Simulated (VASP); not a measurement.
# MoS2 (P6_3/mmc) in VASP: a series of runs

Runs on MoS2. Level: PBEsol. Tasks: single point, relaxation of cell and atoms.

Everything below comes from runs of VASP 6.6.1. Logs are shortened: lines on timing, memory, paths and dates and some standing lists are left out, and cuts for length are marked.

**What was measured.**

“Multiwavelength excitation Raman Scattering Analysis of bulk and 2 dimensional MoS2: Vibrational properties of atomically thin MoS2 layers”, 2015, arxiv:1506.03228 reports, for a bulk crystal of MoS2 at 300 K: band gap 1.3 eV (indirect).

How close the calculation comes is told below.

### 1 The cell of the first run

It takes space group P6_3/mmc (No. 194, hexagonal). The conventional cell has a = 3.141 Å, b = 3.141 Å, c = 12.523 Å, α = 90.00°, β = 90.00°, γ = 120.00°. Within 3.2 Å of Mo (site symmetry -6m2) lie 6 S at 2.39 Å and 6 Mo at 3.14 Å. Within 3.2 Å of S (site symmetry 3m) lie 3 Mo at 2.39 Å and 7 S at 3.12 to 3.14 Å.

### 2 Single point, PBEsol

INCAR reads:

```
  PREC = Accurate
  ENCUT = 520
  EDIFF = 1E-6
  ISMEAR = 0
  SIGMA = 0.1
  LREAL = False
  LASPH = True
  NELM = 100
  ALGO = Normal
  ISIF = 2
  LWAVE = False
  LCHARG = False
  GGA = PS
  NBANDS = 35
```

KPOINTS reads:

```
regular mesh
0
Gamma
  6 6 2
```

POSCAR reads:

```
MoS2
1.0
    3.1406367704      0.0000000000      0.0000000000
   -1.5703183852      2.7198712272      0.0000000000
    0.0000000000      0.0000000000     12.5226634622
Mo S
2 4
Direct
    0.3333333333      0.6666666667      0.2500000000
    0.6666666667      0.3333333333      0.7500000000
    0.3333333333      0.6666666667      0.6254538967
    0.6666666667      0.3333333333      0.1254538967
    0.3333333333      0.6666666667      0.8745461033
    0.6666666667      0.3333333333      0.3745461033
```

Potentials or basis: VASP PAW PBE potentials, release 64 (Mo_sv, S).

The run is started by

```sh
cat potpaw_PBE.64/Mo_sv/POTCAR potpaw_PBE.64/S/POTCAR > POTCAR
mpirun -np 1 vasp_std > vasp.out
```

OUTCAR:

```text
PREC = Accurate
   ENCUT = 520
   EDIFF = 1E-6
   ISMEAR = 0
   LREAL = False
   LASPH = True
   NELM = 100
   ISIF = 2
   GGA = PS

 ion  position               nearest neighbor table
   1  0.333  0.667  0.250-   4 2.39   6 2.39   4 2.39   6 2.39   4 2.39   6 2.39
   2  0.667  0.333  0.750-   3 2.39   5 2.39   3 2.39   5 2.39   3 2.39   5 2.39
   3  0.333  0.667  0.625-   2 2.39   2 2.39   2 2.39
   4  0.667  0.333  0.125-   1 2.39   1 2.39   1 2.39
   5  0.333  0.667  0.875-   2 2.39   2 2.39   2 2.39
   6  0.667  0.333  0.375-   1 2.39   1 2.39   1 2.39

  LATTYP: Found a hexagonal cell.
 ALAT       =     3.1406367704
 C/A-ratio  =     3.9873007857

  Lattice vectors:

 A1 = (   3.1406367704,   0.0000000000,   0.0000000000)
 A2 = (  -1.5703183852,   2.7198712272,   0.0000000000)
 A3 = (   0.0000000000,   0.0000000000,  12.5226634622)

Analysis of symmetry for initial positions (statically):
=====================================================================
 Subroutine PRICEL returns:
 Original cell was already a primitive cell.

 Routine SETGRP: Setting up the symmetry group for a
 hexagonal supercell.

 Subroutine GETGRP returns: Found 24 space group operations
 (whereof 12 operations were pure point group operations)
 out of a pool of 24 trial point group operations.

The static configuration has the point symmetry D_3d.
 The point group associated with its full space group is D_6h.

Analysis of symmetry for dynamics (positions and initial velocities):
=====================================================================
 Subroutine PRICEL returns:
 Original cell was already a primitive cell.

 Routine SETGRP: Setting up the symmetry group for a
 hexagonal supercell.

 Subroutine GETGRP returns: Found 24 space group operations
 (whereof 12 operations were pure point group operations)
 out of a pool of 24 trial point group operations.

The dynamic configuration has the point symmetry D_3d.
 The point group associated with its full space group is D_6h.

 Subroutine INISYM returns: Found 24 space group operations
 (whereof 12 operations are pure point group operations),
 and found     1 'primitive' translations

----------------------------------------------------------------------------------------

                                     Primitive cell

  volume of cell :     106.9702

  direct lattice vectors                    reciprocal lattice vectors
     3.140636770  0.000000000  0.000000000     0.318406767  0.183832233  0.000000000
    -1.570318385  2.719871227  0.000000000     0.000000000  0.367664465  0.000000000
     0.000000000  0.000000000 12.522663462     0.000000000  0.000000000  0.079855216

  length of vectors
     3.140636770  3.140636770 12.522663462     0.367664465  0.367664465  0.079855216

  position of ions in fractional coordinates (direct lattice)
     0.333333333  0.666666667  0.250000000
     0.666666667  0.333333333  0.750000000
     0.333333333  0.666666667  0.625453897
     0.666666667  0.333333333  0.125453897
     0.333333333  0.666666667  0.874546103
     0.666666667  0.333333333  0.374546103

  ion indices of the primitive-cell ions
   primitive index   ion index
                 1           1
                 2           2
                 3           3
                 4           4
                 5           5
                 6           6

----------------------------------------------------------------------------------------

 KPOINTS: regular mesh

Automatic generation of k-mesh.
 Grid dimensions read from file:
 generate k-points for:    6    6    2

 Generating k-lattice:

  Cartesian coordinates                     Fractional coordinates (reciprocal lattice)
     0.053067794  0.030638705  0.000000000     0.166666667 -0.000000000  0.000000000
     0.000000000  0.061277411  0.000000000     0.000000000  0.166666667  0.000000000
     0.000000000  0.000000000  0.039927608     0.000000000  0.000000000  0.500000000

  Length of vectors
     0.061277411  0.061277411  0.039927608

  Shift w.r.t. Gamma in fractional coordinates (k-lattice)
     0.000000000  0.000000000  0.000000000

 Subroutine IBZKPT returns following result:
 ===========================================

 Found     14 irreducible k-points:

 Following reciprocal coordinates:
            Coordinates               Weight
  0.000000  0.000000  0.000000      1.000000
  0.166667 -0.000000  0.000000      6.000000
  0.333333  0.000000  0.000000      6.000000
  0.500000 -0.000000  0.000000      3.000000
  0.166667  0.166667  0.000000      6.000000
  0.333333  0.166667  0.000000     12.000000
  0.333333  0.333333  0.000000      2.000000
  0.000000  0.000000  0.500000      1.000000
  0.166667 -0.000000  0.500000      6.000000
  0.333333  0.000000  0.500000      6.000000
  0.500000 -0.000000  0.500000      3.000000
  0.166667  0.166667  0.500000      6.000000
  0.333333  0.166667  0.500000     12.000000
  0.333333  0.333333  0.500000      2.000000
   k-points           NKPTS =     14   k-points in BZ     NKDIM =     14   number of bands    NBANDS=     35
   number of dos      NEDOS =    301   number of ions     NIONS =      6
   total plane-waves  NPLWV =  55296
   dimension x,y,z NGX =    24 NGY =   24 NGZ =   96
   dimension x,y,z NGXF=    48 NGYF=   48 NGZF=  192
   ions per type =               2   4
   NGX,Y,Z   is equivalent  to a cutoff of  12.70, 12.70, 12.74 a.u.
   NGXF,Y,Z  is equivalent  to a cutoff of  25.41, 25.41, 25.49 a.u.
 SYSTEM =  unknown system
   PREC   = accura    normal or accurate (medium, high low for compatibility)
   ISTART =      0    job   : 0-new  1-cont  2-samecut
   ICHARG =      2    charge: 1-file 2-atom 10-const
   ISPIN  =      1    spin polarized calculation?
   LNONCOLLINEAR =      F non collinear calculations
   LSORBIT =      F    spin-orbit coupling
   LASPH  =      T    aspherical Exc in radial PAW
   ENCUT  =  520.0 eV  38.22 Ry    6.18 a.u.   5.84  5.84 23.28*2*pi/ulx,y,z
   NELM   =    100;   NELMIN=  2; NELMDL= -5     # of ELM steps
   EDIFF  = 0.1E-05   stopping-criterion for ELM
   LREAL  =      F    real-space projection
[... 7 lines left out ...]
   TEBEG  =    0.0;   TEEND  =   0.0 temperature during run
   PSTRESS=    0.0 pullay stress
   NELECT =      52.0000    total number of electrons
   NUPDOWN=      -1.0000    fix difference up-down
   EMIN   =  10.00;   EMAX   =-10.00  energy-range for DOS
   EFERMI =   0.00;   METHOD = LEGACY
   ISMEAR =     0;   SIGMA  =   0.10  broadening in eV -4-tet -1-fermi 0-gaus
   EFERMI_NEDOS =   21; number of points for ismear=-14 and -15
   IALGO  =     38    algorithm
   IMIX   =      4    mixing-type and parameters
     AMIX     =   0.40;   BMIX     =  1.00
     AMIX_MAG =   1.60;   BMIX_MAG =  1.00
  volume/ion in A,a.u.               =      17.83       120.31
  Fermi-wavevector in a.u.,A,eV,Ry     =   1.287227  2.432506 22.544207  1.656952
  Thomas-Fermi vector in A             =   2.419254
   LORBIT       =      0    0 simple, 1 ext, 2 COOP (PROOUT), +10 PAW based schemes
   GGA     = PS    functional components
   LHFCALC =     F    Hartree Fock is set to
   AEXX    =    0.0000 exact exchange contribution
   IVDW    =     0    specifies the selected vdW correction
   LEPSILON=     F    determine dielectric tensor
   LRPA    =     F    only Hartree local field effects (RPA)
 non-spin polarized calculation
 Gauss-broadening in eV      SIGMA  =   0.10
  energy-cutoff  :      520.00
  volume of cell :      106.97
 maximum number of plane-waves:      2904
 NGX is ok and might be reduce to    24
   NGX = 11   NGY = 11   NGZ = 47

 number of electron      52.0000004 magnetization

 Free energy of the ion-electron system (eV)
  ---------------------------------------------------
  ext. energy  EPLUGINS =         0.00000000
  ---------------------------------------------------
  free energy    TOTEN  =       -46.90454223 eV

  energy without entropy =      -46.90454223  energy(sigma->0) =      -46.90454223

 E-fermi :   7.8160     XC(G=0): -10.9602

 val. band max:        7.3378867546   @ k =   0.0000   0.0000   0.0000
 cond. band min:       8.3094431522   @ k =   0.1667   0.1667   0.0000
 fundamental gap:      0.9715563976
 Fermi energy:         7.8159587629

 k-point     1 :       0.0000    0.0000    0.0000
  band No.  band energies     occupation
      1     -53.9577      2.00000
      2     -53.9577      2.00000
      3     -28.1720      2.00000
      4     -28.1719      2.00000
      5     -27.9049      2.00000
      6     -27.9049      2.00000
[... 27 lines left out ...]
     34       9.9635      0.00000
     35      13.0377      0.00000

 k-point     2 :       0.1667   -0.0000    0.0000
  band No.  band energies     occupation
      1     -53.9464      2.00000
      2     -53.9464      2.00000
      3     -28.1499      2.00000
      4     -28.1499      2.00000
      5     -28.0157      2.00000
      6     -28.0157      2.00000
[... 27 lines left out ...]
     34      10.3022      0.00000
     35      14.5272      0.00000

 k-point     3 :       0.3333    0.0000    0.0000
  band No.  band energies     occupation
      1     -53.9237      2.00000
      2     -53.9237      2.00000
      3     -28.2318      2.00000
      4     -28.2318      2.00000
      5     -28.1056      2.00000
      6     -28.1056      2.00000
[... 27 lines left out ...]
     34      11.1320      0.00000
     35      14.1272      0.00000
[... 343 lines left out ...]
 k-point    13 :       0.3333    0.1667    0.5000
  band No.  band energies     occupation
      1     -53.9123      2.00000
      2     -53.9123      2.00000
      3     -28.2834      2.00000
      4     -28.2834      2.00000
      5     -28.0834      2.00000
      6     -28.0834      2.00000
[... 27 lines left out ...]
     34      11.3375      0.00000
     35      13.9529      0.00000

 k-point    14 :       0.3333    0.3333    0.5000
  band No.  band energies     occupation
      1     -53.9066      2.00000
      2     -53.9066      2.00000
      3     -28.2308      2.00000
      4     -28.2308      2.00000
      5     -28.1811      2.00000
      6     -28.1811      2.00000
[... 27 lines left out ...]
     34      11.7774      0.00000
     35      14.0966      0.00000

------------------------ aborting loop because EDIFF is reached ----------------------------------------

  FORCE on cell =-STRESS in cart. coord.  units (eV):
  Direction    XX          YY          ZZ          XY          YZ          ZX
  --------------------------------------------------------------------------------------
  -------------------------------------------------------------------------------------
  Total        0.0279048      0.0279048     -0.0147852      0.0000000      0.0000000     -0.0000000
  in kB        0.4179530      0.4179530     -0.2214498      0.0000000      0.0000000     -0.0000000
  external PRESSURE =       0.2048187 kB  Pullay stress =       0.0000000 kB

 VOLUME and BASIS-vectors are now :
 -----------------------------------------------------------------------------
  energy-cutoff  :      520.00
  volume of cell :      106.97
      direct lattice vectors                 reciprocal lattice vectors
     3.140636770  0.000000000  0.000000000     0.318406767  0.183832233  0.000000000
    -1.570318385  2.719871227  0.000000000     0.000000000  0.367664465  0.000000000
     0.000000000  0.000000000 12.522663462     0.000000000  0.000000000  0.079855216

 POSITION                                       TOTAL-FORCE (eV/Angst)
 -----------------------------------------------------------------------------------
     -0.00000      1.81325      3.13067         0.000000      0.000000      0.000000
      1.57032      0.90662      9.39200        -0.000000     -0.000000      0.000000
     -0.00000      1.81325      7.83235        -0.000000     -0.000000      0.005233
      1.57032      0.90662      1.57102        -0.000000      0.000000      0.005233
     -0.00000      1.81325     10.95165         0.000000      0.000000     -0.005233
      1.57032      0.90662      4.69031         0.000000      0.000000     -0.005233
 -----------------------------------------------------------------------------------
    total drift:                                0.000000     -0.000000      0.000000

  FREE ENERGIE OF THE ION-ELECTRON SYSTEM (eV)
  ---------------------------------------------------
  free  energy   TOTEN  =       -46.9045422256 eV

  energy  without entropy=      -46.9045422256  energy(sigma->0) =      -46.90454223
```

Wall time 25 s (1 thread of Intel Xeon 6975P-C (Granite Rapids), shared host); peak memory 0.23 GiB.

Results:

```yaml
Free_energy: -46.9045 eV
Pressure: 0.0 GPa
Largest_force: 0.005 eV/Å
Band_gap_on_the_k_mesh: 0.97 eV (least direct gap 1.74 eV)
```

Forces on the atoms (eV/Å):
```
Mo   0.000  0.000  0.000
Mo   0.000  0.000  0.000
S    0.000  0.000  0.005
S    0.000  0.000  0.005
S    0.000  0.000 -0.005
S    0.000  0.000 -0.005
```

Caveat: the PAW data sets were made with another functional, which shifts forces and pressure a little; this functional lacks dispersion, which binds layers or chains, so the pressure and a relaxed spacing across them are unreliable.

(Continued in part 2 of 2.)
